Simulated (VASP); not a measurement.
A run of VASP 6.6.1 is set up as follows.

Contents of INCAR:

```
PREC = Accurate
ENCUT = 520
EDIFF = 1E-6
ISMEAR = 0
SIGMA = 0.05
LREAL = Auto
LASPH = True
NELM = 100
ALGO = Normal
ISIF = 2
LWAVE = False
LCHARG = False
GGA = PE
NBANDS = 166
LUSENCCL = False
```

File KPOINTS:

```
Automatic mesh
0
Gamma
  3 3 3
```

The input POSCAR:

```
GaAs
1.0
   -5.7459815546     -5.7459815546      5.7459815546
    5.7459815546      5.7459815546      5.7459815546
   -5.7459815546      5.7459815546     -5.7459815546
Ga As
16 16
Direct
    0.2500000000      0.5000000000      0.2500000000
    0.5000000000      0.5000000000      0.0000000000
    0.2500000000      0.7500000000      0.0000000000
    0.7500000000      0.5000000000      0.7500000000
    0.5000000000      0.7500000000      0.7500000000
    0.2500000000      0.0000000000      0.7500000000
    0.0000000000      0.5000000000      0.5000000000
    0.7500000000      0.7500000000      0.5000000000
    0.5000000000      0.0000000000      0.5000000000
    0.2500000000      0.2500000000      0.5000000000
    0.0000000000      0.7500000000      0.2500000000
    0.7500000000      0.0000000000      0.2500000000
    0.5000000000      0.2500000000      0.2500000000
    0.0000000000      0.0000000000      0.0000000000
    0.7500000000      0.2500000000      0.0000000000
    0.0000000000      0.2500000000      0.7500000000
    0.0000000000      0.2500000000      0.0000000000
    0.2500000000      0.2500000000      0.7500000000
    0.0000000000      0.5000000000      0.7500000000
    0.5000000000      0.2500000000      0.5000000000
    0.2500000000      0.5000000000      0.5000000000
    0.0000000000      0.7500000000      0.5000000000
    0.7500000000      0.2500000000      0.2500000000
    0.5000000000      0.5000000000      0.2500000000
    0.2500000000      0.7500000000      0.2500000000
    0.0000000000      0.0000000000      0.2500000000
    0.7500000000      0.5000000000      0.0000000000
    0.5000000000      0.7500000000      0.0000000000
    0.2500000000      0.0000000000      0.0000000000
    0.7500000000      0.7500000000      0.7500000000
    0.5000000000      0.0000000000      0.7500000000
    0.7500000000      0.0000000000      0.5000000000
```

Potentials or basis: VASP PAW PBE potentials, release 64 (Ga_d, As).

Run with:

```console
$ cat potpaw_PBE.64/Ga_d/POTCAR potpaw_PBE.64/As/POTCAR > POTCAR
$ mpirun -np 1 vasp_std > vasp.out
```

(1) Estimate the pressure.

(2) Predict the band gap on the k mesh.

Results:

(1) 0.2 GPa.

(2) 0.16 eV.
